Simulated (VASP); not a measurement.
# NaH16BrO8 in VASP: further runs

NaH16BrO8 is run at these levels: r2SCAN+D3(BJ); tasks: single point.

All numbers are computed with VASP 6.6.1; they aren't measurements. Logs are shortened: lines on timing, memory, paths and dates and some standing lists are left out, and cuts for length are marked.

**1. The cell of the first run**

The cell holds a disordered packing, 26 atoms: a = 7.174 Å, b = 7.174 Å, c = 7.174 Å, α = 90.00°, β = 90.00°, γ = 90.00°.

**2. Single point, r2SCAN+D3(BJ)**

The input, POSCAR:

```
NaH16BrO8
1.0
    7.1738770000      0.0000000000      0.0000000000
    0.0000000000      7.1738770000      0.0000000000
    0.0000000000      0.0000000000      7.1738770000
O H Na Br
8 16 1 1
Direct
    0.8210204886      0.3713473203      1.0698956784
    0.6677142638      0.2163822993      0.6997750310
    0.2687946838     -0.0367304876      0.4614101970
    0.8827444351      1.0678326378      0.3424786904
    0.2604170660      0.2852571908      0.2070428584
    0.5578852272      0.5792683649      0.4697878149
    0.3925074266      0.8362284438      0.9476047610
    0.0276837755      0.0018539487      0.8195847239
    0.9252737397      0.3963129003      0.9882522379
    0.8584897678      0.2561515900      1.1370420764
    0.7404085685      0.1201163611      0.6536911631
    0.6722167107      0.2555103747      0.8350714683
    0.2716104555      0.1053684082      0.4545798597
    0.2120750049     -0.0689864072      0.5761459250
    0.8241568680      0.9571114754      0.2919063151
    1.0082971871      1.0230033216      0.3378089700
    0.3181403863      0.3864437598      0.1689463034
    0.2701886302      0.1745639074      0.1303897460
    0.4712514586      0.6710039773      0.4346324867
    0.4718787345      0.5124704536      0.5665834527
    0.5157183487      0.8670485987      0.9168543035
    0.3765049220      0.7292430578      0.8642607059
    0.1226533435     -0.0637730477      0.8762347054
    0.0834276919      0.1238381980      0.7897682104
    0.8293841670      0.3921171216      0.4539525838
    0.1302224725      0.4582877571      0.7154151096
```

The input, INCAR.step1:

```
ALGO = Normal ; EDIFF = 1E-5
ENCUT = 580 ; GGA = PE
GGA_COMPAT = F ; ISMEAR = -1
LASPH = T ; LCHARG = F
LREAL = F ; LWAVE = T
NBANDS = 58 ; NELM = 120
PREC = Accurate ; SIGMA = 0.05
```

The input, INCAR.step2:

```
ALGO = Normal ; EDIFF = 1E-6
ENCUT = 580 ; GGA_COMPAT = F
ISIF = 2 ; ISMEAR = -1
ISTART = 1 ; IVDW = 12
LASPH = T ; LCHARG = T
LELF = T ; LMIXTAU = T
LREAL = F ; LVHAR = T
LWAVE = F ; METAGGA = R2SCAN
NBANDS = 58 ; NELM = 120
PREC = Accurate ; SIGMA = 0.05
VDW_A1 = 0.49484001 ; VDW_A2 = 5.73083694
VDW_S6 = 1.0 ; VDW_S8 = 0.78981345
```

The input, KPOINTS:

```
k-points
0
Gamma
  1 1 1
```

Potentials or basis: VASP PAW PBE potentials, release 64 (O, H, Na_pv, Br).

Started as:

```sh
> cat potpaw_PBE.64/O/POTCAR potpaw_PBE.64/H/POTCAR potpaw_PBE.64/Na_pv/POTCAR potpaw_PBE.64/Br/POTCAR > POTCAR
> cp INCAR.step1 INCAR
> mpirun -np 1 vasp_gam > vasp.out
> cp INCAR.step2 INCAR
> mpirun -np 1 vasp_gam > vasp.out
```

OUTCAR:

```text
EDIFF = 1E-6
   ENCUT = 580
   ISIF = 2
   ISMEAR = -1
   ISTART = 1
   IVDW = 12
   LASPH = T
   LREAL = F
   METAGGA = R2SCAN
   NELM = 120
   PREC = Accurate
 IVDW          = 12

 ion  position               nearest neighbor table
   1  0.821  0.371  0.070-   9 0.97  10 0.99
   2  0.668  0.216  0.700-  11 0.93  12 1.01
   3  0.269  0.963  0.461-  14 0.95  13 1.02
   4  0.883  0.068  0.342-  16 0.96  15 0.97
   5  0.260  0.285  0.207-  17 0.88  18 0.97
   6  0.558  0.579  0.470-  19 0.94  20 1.05  25 2.37
   7  0.393  0.836  0.948-  21 0.94  22 0.98
   8  0.028  0.002  0.820-  23 0.92  24 0.99
   9  0.925  0.396  0.988-   1 0.97
  10  0.858  0.256  0.137-   1 0.99
  11  0.740  0.120  0.654-   2 0.93
  12  0.672  0.256  0.835-   2 1.01
  13  0.272  0.105  0.455-   3 1.02
  14  0.212  0.931  0.576-   3 0.95
[... 9 lines left out ...]
  24  0.083  0.124  0.790-   8 0.99
  25  0.829  0.392  0.454-   6 2.37
  26  0.130  0.458  0.715-

  LATTYP: Found a simple cubic cell.
 ALAT       =     7.1738770000

  Lattice vectors:

 A1 = (   7.1738770000,   0.0000000000,   0.0000000000)
 A2 = (   0.0000000000,   7.1738770000,   0.0000000000)
 A3 = (   0.0000000000,   0.0000000000,   7.1738770000)

Analysis of symmetry for initial positions (statically):
=====================================================================
 Subroutine PRICEL returns:
 Original cell was already a primitive cell.

 Routine SETGRP: Setting up the symmetry group for a
 simple cubic supercell.

 Subroutine GETGRP returns: Found  1 space group operations
 (whereof  1 operations were pure point group operations)
 out of a pool of 48 trial point group operations.

The static configuration has the point symmetry C_1 .

Analysis of symmetry for dynamics (positions and initial velocities):
=====================================================================
 Subroutine PRICEL returns:
 Original cell was already a primitive cell.

 Routine SETGRP: Setting up the symmetry group for a
 simple cubic supercell.

 Subroutine GETGRP returns: Found  1 space group operations
 (whereof  1 operations were pure point group operations)
 out of a pool of 48 trial point group operations.

The dynamic configuration has the point symmetry C_1 .

 Subroutine INISYM returns: Found  1 space group operations
 (whereof  1 operations are pure point group operations),
 and found     1 'primitive' translations

----------------------------------------------------------------------------------------

                                     Primitive cell

  volume of cell :     369.2001

  direct lattice vectors                    reciprocal lattice vectors
     7.173877000  0.000000000  0.000000000     0.139394640  0.000000000  0.000000000
     0.000000000  7.173877000  0.000000000     0.000000000  0.139394640  0.000000000
     0.000000000  0.000000000  7.173877000     0.000000000  0.000000000  0.139394640

  length of vectors
     7.173877000  7.173877000  7.173877000     0.139394640  0.139394640  0.139394640

  position of ions in fractional coordinates (direct lattice)
     0.821020489  0.371347320  0.069895678
     0.667714264  0.216382299  0.699775031
     0.268794684  0.963269512  0.461410197
     0.882744435  0.067832638  0.342478690
     0.260417066  0.285257191  0.207042858
     0.557885227  0.579268365  0.469787815
[... 18 lines left out ...]
     0.829384167  0.392117122  0.453952584
     0.130222473  0.458287757  0.715415110

  ion indices of the primitive-cell ions
   primitive index   ion index
                 1           1
                 2           2
                 3           3
                 4           4
                 5           5
                 6           6
[... 18 lines left out ...]
                25          25
                26          26

----------------------------------------------------------------------------------------

 KPOINTS: k-points

Automatic generation of k-mesh.
 Grid dimensions read from file:
 generate k-points for:    1    1    1

 Generating k-lattice:

  Cartesian coordinates                     Fractional coordinates (reciprocal lattice)
     0.139394640  0.000000000  0.000000000     1.000000000  0.000000000  0.000000000
     0.000000000  0.139394640  0.000000000     0.000000000  1.000000000  0.000000000
     0.000000000  0.000000000  0.139394640     0.000000000  0.000000000  1.000000000

  Length of vectors
     0.139394640  0.139394640  0.139394640

  Shift w.r.t. Gamma in fractional coordinates (k-lattice)
     0.000000000  0.000000000  0.000000000

 Subroutine IBZKPT returns following result:
 ===========================================

 Found      1 irreducible k-points:

 Following reciprocal coordinates:
            Coordinates               Weight
  0.000000  0.000000  0.000000      1.000000
   k-points           NKPTS =      1   k-points in BZ     NKDIM =      1   number of bands    NBANDS=     58
   number of dos      NEDOS =    301   number of ions     NIONS =     26
   total plane-waves  NPLWV = 175616
   dimension x,y,z NGX =    56 NGY =   56 NGZ =   56
   dimension x,y,z NGXF=   112 NGYF=  112 NGZF=  112
   ions per type =               8  16   1   1
   NGX,Y,Z   is equivalent  to a cutoff of  12.98, 12.98, 12.98 a.u.
   NGXF,Y,Z  is equivalent  to a cutoff of  25.95, 25.95, 25.95 a.u.
 SYSTEM =  unknown system
   PREC   = accura    normal or accurate (medium, high low for compatibility)
   ISTART =      1    job   : 0-new  1-cont  2-samecut
   ICHARG =      0    charge: 1-file 2-atom 10-const
   ISPIN  =      1    spin polarized calculation?
   LNONCOLLINEAR =      F non collinear calculations
   LSORBIT =      F    spin-orbit coupling
   LASPH  =      T    aspherical Exc in radial PAW
   ENCUT  =  580.0 eV  42.63 Ry    6.53 a.u.  14.09 14.09 14.09*2*pi/ulx,y,z
   NELM   =    120;   NELMIN=  2; NELMDL=  0     # of ELM steps
   EDIFF  = 0.1E-05   stopping-criterion for ELM
   LREAL  =      F    real-space projection
   EDIFFG = 0.1E-04   stopping-criterion for IOM
   NSW    =      0    number of steps for IOM
[... 5 lines left out ...]
   TEBEG  =    0.0;   TEEND  =   0.0 temperature during run
   PSTRESS=    0.0 pullay stress
   NELECT =      78.0000    total number of electrons
   NUPDOWN=      -1.0000    fix difference up-down
   EMIN   =  10.00;   EMAX   =-10.00  energy-range for DOS
   EFERMI =   0.00;   METHOD = LEGACY
   ISMEAR =    -1;   SIGMA  =   0.05  broadening in eV -4-tet -1-fermi 0-gaus
   EFERMI_NEDOS =   21; number of points for ismear=-14 and -15
   IALGO  =     38    algorithm
   IMIX   =      4    mixing-type and parameters
     AMIX     =   0.40;   BMIX     =  1.00
     AMIX_MAG =   1.60;   BMIX_MAG =  1.00
  volume/ion in A,a.u.               =      14.20        95.83
  Fermi-wavevector in a.u.,A,eV,Ry     =   0.975033  1.842544 12.934901  0.950688
  Thomas-Fermi vector in A             =   2.105540
   LORBIT       =      0    0 simple, 1 ext, 2 COOP (PROOUT), +10 PAW based schemes
   METAGGA = R2SCAN    functional components
   LHFCALC =     F    Hartree Fock is set to
   AEXX    =    0.0000 exact exchange contribution
   IVDW    =    12    specifies the selected vdW correction
   LEPSILON=     F    determine dielectric tensor
   LRPA    =     F    only Hartree local field effects (RPA)
 non-spin polarized calculation
  energy-cutoff  :      580.00
  volume of cell :      369.20
 maximum number of plane-waves:      5877
   NGX = 29   NGY = 29   NGZ = 29

 number of electron      78.0000015 magnetization

 Free energy of the ion-electron system (eV)
  ---------------------------------------------------
  ext. energy  EPLUGINS =         0.00000000
  ---------------------------------------------------
  free energy    TOTEN  =      -144.62046004 eV

  energy without entropy =     -144.62046004  energy(sigma->0) =     -144.62046004

 E-fermi :  -2.3039     XC(G=0):  -6.3065

 val. band max:       -3.5320265360   @ k =   0.0000   0.0000   0.0000
 cond. band min:       0.6049040766   @ k =   0.0000   0.0000   0.0000
 fundamental gap:      4.1369306126
 Fermi energy:        -2.3039087395

 k-point     1 :       0.0000    0.0000    0.0000
  band No.  band energies     occupation
      1     -26.0419      2.00000
      2     -26.0144      2.00000
      3     -25.9966      2.00000
      4     -25.1291      2.00000
      5     -24.4937      2.00000
      6     -24.4525      2.00000
[... 43 lines left out ...]
     50       5.5904      0.00000
     51       5.6349      0.00000
 [bands above 51 left out]

------------------------ aborting loop because EDIFF is reached ----------------------------------------

 Edisp (eV)   -0.46274

 E8    (eV) :    -0.0878

  FORCE on cell =-STRESS in cart. coord.  units (eV):
  Direction    XX          YY          ZZ          XY          YZ          ZX
  --------------------------------------------------------------------------------------
  -------------------------------------------------------------------------------------
  Total       2.22113    -1.46083    -4.22233    -0.27012    -2.65318     0.71431
  in kB       9.63878    -6.33941   -18.32317    -1.17223   -11.51372     3.09982
  external pressure =       -5.01 kB  Pullay stress =        0.00 kB

 VOLUME and BASIS-vectors are now :
 -----------------------------------------------------------------------------
  energy-cutoff  :      580.00
  volume of cell :      369.20
      direct lattice vectors                 reciprocal lattice vectors
     7.173877000  0.000000000  0.000000000     0.139394640  0.000000000  0.000000000
     0.000000000  7.173877000  0.000000000     0.000000000  0.139394640  0.000000000
     0.000000000  0.000000000  7.173877000     0.000000000  0.000000000  0.139394640

 POSITION                                       TOTAL-FORCE (eV/Angst)
 -----------------------------------------------------------------------------------
      5.88990      2.66400      0.50142        -0.184757     -1.001693      0.879608
      4.79010      1.55230      5.02010        -2.158536      2.987382      1.296417
      1.92830      6.91038      3.31010         0.356030      2.149547     -1.506274
      6.33270      0.48662      2.45690        -0.664647     -0.332119     -0.477106
      1.86820      2.04640      1.48530        -3.414248     -5.433274      2.744973
      4.00220      4.15560      3.37020        -1.056316     -2.300982      2.491245
[... 18 lines left out ...]
      5.94990      2.81300      3.25660        -0.165668      0.156159      0.035936
      0.93420      3.28770      5.13230         0.266831      0.030665     -0.109673
 -----------------------------------------------------------------------------------
    total drift:                               -0.001884      0.018182     -0.013607

  FREE ENERGIE OF THE ION-ELECTRON SYSTEM (eV)
  ---------------------------------------------------
  free  energy   TOTEN  =      -145.0832014007 eV

  energy  without entropy=     -145.0832014007  energy(sigma->0) =     -145.08320140
```

It took 5.8 min on 1 thread of Intel Xeon 8259CL, shared host; peak memory 0.48 GiB.

Results:

```
Free energy                : -145.0832 eV
Pressure                   : -0.5 GPa
Largest force              : 6.979 eV/Å
Dispersion energy per atom : -0.018 eV
```

Forces in eV/Å, atoms in the order of the input:
```
O   -0.185 -1.002  0.880
O   -2.159  2.987  1.296
O    0.356  2.150 -1.506
O   -0.665 -0.332 -0.477
O   -3.414 -5.433  2.745
O   -1.056 -2.301  2.491
O   -1.230 -1.047 -0.300
O   -1.582  1.967 -1.287
H    0.336  0.198 -0.322
H   -0.208  0.619 -0.608
H    1.538 -1.871  0.470
H    0.886 -1.158 -1.781
H    0.151 -2.026  0.262
H   -0.610 -0.049  1.098
H   -0.692  0.295  0.113
H    1.379  0.187  0.498
H    2.988  4.394 -2.410
H    0.435  0.838 -0.264
H   -0.736  1.521 -0.845
H    1.698  0.726 -1.636
H    1.596  0.891 -0.161
H   -0.558  0.078  0.404
H    2.021 -1.465  1.224
H   -0.390 -0.353  0.191
Na  -0.166  0.156  0.036
Br   0.267  0.031 -0.110
```

Caveat: the k points lie up to 0.88 Å⁻¹ apart, too coarse for converged energies, forces and pressures; the PAW data sets were made with another functional, which shifts forces and pressure a little.

**3. Single point, r2SCAN+D3(BJ)**

The input, POSCAR:

```
NaH16BrO8
1.0
    7.1738770000      0.0000000000      0.0000000000
    0.0000000000      7.1738770000      0.0000000000
    0.0000000000      0.0000000000      7.1738770000
O H Na Br
8 16 1 1
Direct
    0.8197101790      0.3700927685      1.0600683563
    0.6634348484      0.2164101782      0.6986041160
    0.2635952638     -0.0329668323      0.4652435496
    0.8814201860      1.0782175384      0.3387010957
    0.2607655526      0.2717777291      0.2034882951
    0.5604919070      0.5661373899      0.4719344923
    0.4018329280      0.8399642202      0.9461689962
    0.0154309866      0.0194594917      0.8167968311
    0.9429350406      0.4169711859      1.0150857061
    0.8524818588      0.2601940346      1.1375299577
    0.7545850033      0.1182484729      0.6596711931
    0.6873410291      0.2588837249      0.8192362373
    0.2661740646      0.0939101688      0.4466064863
    0.2209126251     -0.0549214881      0.5978636099
    0.8233344397      0.9638163576      0.3017336372
    1.0219160434      1.0714290195      0.3580211927
    0.3518181313      0.3793067542      0.1595371652
    0.2774789699      0.1625062710      0.1288703444
    0.4771199729      0.6600475587      0.4077014423
    0.4645465764      0.5421754513      0.5581361375
    0.5320832794      0.8797195714      0.9186246154
    0.3878516456      0.7515462002      0.8454145506
    0.1113484382     -0.0598978767      0.8841105026
    0.0833858735      0.1329824863      0.7943124757
    0.8298441693      0.3888274081      0.4569913869
    0.1296648939      0.4543847072      0.7176036054
```

The input, INCAR.step1:

```
ALGO = Normal
EDIFF = 1E-5
ENCUT = 580
GGA = PE
GGA_COMPAT = False
ISMEAR = -1
LASPH = True
LCHARG = False
LREAL = False
LWAVE = True
NBANDS = 58
NELM = 120
PREC = Accurate
SIGMA = 0.05
```

The input, INCAR.step2:

```
ALGO = Normal
EDIFF = 1E-6
ENCUT = 580
GGA_COMPAT = False
ISIF = 2
ISMEAR = -1
ISTART = 1
IVDW = 12
LASPH = True
LCHARG = False
LMIXTAU = True
LREAL = False
LWAVE = False
METAGGA = R2SCAN
NBANDS = 58
NELM = 120
PREC = Accurate
SIGMA = 0.05
VDW_A1 = 0.49484001
VDW_A2 = 5.73083694
VDW_S6 = 1.0
VDW_S8 = 0.78981345
```

KPOINTS is that of step 2.

Potentials or basis: VASP PAW PBE potentials, release 64 (O, H, Na_pv, Br).

Started as:

```sh
> cat potpaw_PBE.64/O/POTCAR potpaw_PBE.64/H/POTCAR potpaw_PBE.64/Na_pv/POTCAR potpaw_PBE.64/Br/POTCAR > POTCAR
> cp INCAR.step1 INCAR
> mpirun -np 1 vasp_gam > vasp.out
> cp INCAR.step2 INCAR
> mpirun -np 1 vasp_gam > vasp.out
```

It took 3.7 min on 1 thread of Intel Xeon 8259CL, shared host; peak memory 0.48 GiB.

It converged, with:

```yaml
Free_energy: -144.9970 eV
Pressure: -2.3 GPa
Largest_force: 3.877 eV/Å
Dispersion_energy_per_atom: -0.018 eV
```

Forces in eV/Å, atoms in the order of the input:
```
O    1.077 -0.192  0.608
O    0.151 -1.544 -2.972
O   -0.861 -3.318  1.811
O    1.425  1.372  0.356
O    1.520  2.782 -0.090
O   -1.028  2.205 -1.907
O    1.567  0.340 -0.573
O    1.420 -1.802  1.077
H   -1.056 -0.489  0.045
H   -0.139  0.465 -0.693
H   -0.868  1.041  1.138
H    0.993  0.405  1.919
H    0.605  3.052 -0.144
H    0.353  0.498 -1.797
H    0.545 -0.390  0.050
H   -1.946 -1.013 -0.340
H   -2.075 -2.927  0.771
H    0.485 -0.045 -0.661
H    1.724 -0.674 -0.058
H   -0.859 -1.499  1.893
H   -1.215  0.066  0.505
H   -0.559 -0.445  0.039
H   -1.394  0.967 -0.872
H    0.049  0.833 -0.038
Na  -0.235  0.099  0.149
Br   0.319  0.214 -0.216
```

Stress tensor (GPa, compression positive):
```
-4.64  0.21 -0.03
 0.21 -1.22  0.72
-0.03  0.72 -1.10
```

Levels at points of the mesh, in eV from the Fermi level:
```tsv
k point	band 37	band 38	band 39	band 40	band 41	band 42
(0.00, 0.00, 0.00)	-1.49	-1.34	-1.25	2.62	5.29	5.49
```

Caveat: the k points lie up to 0.88 Å⁻¹ apart, too coarse for converged energies, forces and pressures; the atoms stand as in a frame of molecular dynamics; the PAW data sets were made with another functional, which shifts forces and pressure a little.

(Part 1 of 2 ends here.)
